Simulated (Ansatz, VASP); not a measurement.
## KBr in VASP and in Ansatz

The input INCAR:

```
SYSTEM = KBr
ALGO = Normal
EDIFF = 1E-6
ENCUT = 500
GGA = PE
GGA_COMPAT = .FALSE.
ISIF = 2
ISMEAR = -1
LASPH = .TRUE.
LCHARG = .FALSE.
LREAL = .FALSE.
LWAVE = .FALSE.
NBANDS = 15
NELM = 120
PREC = Accurate
SIGMA = 0.02
```

File KPOINTS:

```
k-points
0
G
  6 6 6
  0 0 0
```

Contents of POSCAR:

```
KBr
1.0
    0.0000000000      3.3000000000      3.3000000000
    3.3000000000      0.0000000000      3.3000000000
    3.3000000000      3.3000000000      0.0000000000
Br K
1 1
Direct
    0.5000000000      0.5000000000      0.5000000000
    0.0000000000      0.0000000000      0.0000000000
```

Contents of input.yaml:

```yaml
crystal:
  lattice:
    - [0.0, 3.3, 3.3]
    - [3.3, 0.0, 3.3]
    - [3.3, 3.3, 0.0]
  atoms:
    - { symbol: Br, position: [0.5, 0.5, 0.5] }
    - { symbol: K, position: [0.0, 0.0, 0.0] }
kpoints:
  mp_grid: { grid: [6, 6, 6] }
  band_path:
    path:
      - [[0.0, 0.0, 0.0], [0.5, 0.0, 0.5], [0.625, 0.25, 0.625]]
      - [[0.375, 0.375, 0.75], [0.0, 0.0, 0.0], [0.5, 0.5, 0.5], [0.5, 0.25, 0.75], [0.5, 0.0, 0.5]]
    npoints: 10
hamiltonian:
  xc: pbe
scf:
  occupations: { method: fermi_dirac, width: 0.02 }
  n_extra_bands: 4
output:
  forces: true
  stress: true
  eigenvalues: true
```

Alike in both runs: functional PBE; k mesh 6 × 6 × 6; occupations fermi-dirac, width 0.02 eV; no spin polarisation.

|  | VASP | Ansatz |
| --- | --- | --- |
| version | VASP 6.6.1 | Ansatz 0.2.0 |
| potentials or method | VASP PAW PBE potentials, release 64 (Br, K_sv) | Ansatz PAW |
| plane-wave cutoff (eV) | 500 | 420 |
| valence electrons in the cell | 16 | 16 |
| task | single point | band structure |

VASP gave:

- gap on the k mesh at the Fermi level (eV): 4.43
- least direct gap on the mesh (eV): 4.43
- pressure (GPa): 0.8

**Question.** Estimate Ansatz's values.

**Answer.** gap on the k mesh at the Fermi level (eV): 4.44; least direct gap on the mesh (eV): 4.44; pressure (GPa): 0.7.
